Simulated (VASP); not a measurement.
Set up this calculation in VASP 6.6.1, as the native input.

| Property | Result |
| --- | --- |
| Task | relaxation of the atoms |
| Functional | PBE |
| Dispersion | D3(BJ) |
| Potentials or basis | VASP PAW PBE potentials, release 64 (C, H) |
| Cutoff | 520 eV |
| k mesh | 6 × 6 × 1 |
| Occupations | gaussian, width 0.1 eV |
| Spin | no spin polarisation |
| Dipole correction | yes |
| Atoms held fixed (from 0) | [0, 1, 2, 3, 4, 5, 6, 7] |
| Further INCAR settings | ALGO = Normal; EDIFF = 1e-07; NELMDL = -8; IBRION = 2; EDIFFG = -0.03; NSW = 90 |

The structure of HC24 lies in POSCAR:

```
HC24
1.0
    4.9299480836      0.0000000000      0.0000000000
   -2.4649740418      4.2694602798      0.0000000000
    0.0000000000      0.0000000000     25.7441730399
C H
24 1
Selective dynamics
Direct
    0.0000000000      0.0000000000      0.3301718018  F F F
    0.0000000000      0.5000000000      0.3301718018  F F F
    0.5000000000      0.0000000000      0.3301718018  F F F
    0.5000000000      0.5000000000      0.3301718018  F F F
    0.1666666667      0.3333333333      0.3301718018  F F F
    0.1666666667      0.8333333333      0.3301718018  F F F
    0.6666666667      0.3333333333      0.3301718018  F F F
    0.6666666667      0.8333333333      0.3301718018  F F F
    0.0000000000      0.0000000000      0.4611562586  T T T
    0.0000000000      0.5000000000      0.4611562586  T T T
    0.5000000000      0.0000000000      0.4611562586  T T T
    0.5000000000      0.5000000000      0.4611562586  T T T
    0.3333333333      0.1666666667      0.4611562586  T T T
    0.3333333333      0.6666666667      0.4611562586  T T T
    0.8333333333      0.1666666667      0.4611562586  T T T
    0.8333333333      0.6666666667      0.4611562586  T T T
    0.0000000000      0.0000000000      0.5921407154  T T T
    0.0000000000      0.5000000000      0.5921407154  T T T
    0.5000000000      0.0000000000      0.5921407154  T T T
    0.5000000000      0.5000000000      0.5921407154  T T T
    0.1666666667      0.3333333333      0.5921407154  T T T
    0.1666666667      0.8333333333      0.5921407154  T T T
    0.6666666667      0.3333333333      0.5921407154  T T T
    0.6666666667      0.8333333333      0.5921407154  T T T
    0.3333333333      0.6666666667      0.5548507236  T T T
```

One way to write it, as run:

INCAR

```
SYSTEM = HC24
ALGO = Normal
DIPOL = 0.5 0.5 0.465
EDIFF = 1E-7
EDIFFG = -0.03
ENCUT = 520
GGA = PE
GGA_COMPAT = .False.
IBRION = 2
IDIPOL = 3
ISIF = 2
ISMEAR = 0
IVDW = 12
KPAR = 4
LASPH = .True.
LCHARG = .False.
LDIPOL = .True.
LREAL = .False.
LWAVE = .False.
NELM = 120
NELMDL = -8
NELMIN = 4
NSW = 90
PREC = Accurate
SIGMA = 0.1
```

KPOINTS

```
k-points
0
Gamma
  6 6 1
  0 0 0
```

Potentials or basis: VASP PAW PBE potentials, release 64 (C, H).

Run with:

```bash
$ cat potpaw_PBE.64/C/POTCAR potpaw_PBE.64/H/POTCAR > POTCAR
$ mpirun -np 4 vasp_std > vasp.out
```

Results of the run:

* Energy gained by relaxing: 78.2 meV/atom
* Ionic steps: 30
* Band gap on the k mesh: zero (an odd number of electrons rules out a gap without spin polarisation)
* Dispersion energy per atom: -0.127 eV

Wall time 50 min on 4 MPI ranks on Intel(R) Xeon(R) Platinum 8259CL CPU @ 2.50GHz (Skylake/Cascade Lake) (shared host), peak memory 0.82 GiB a rank.
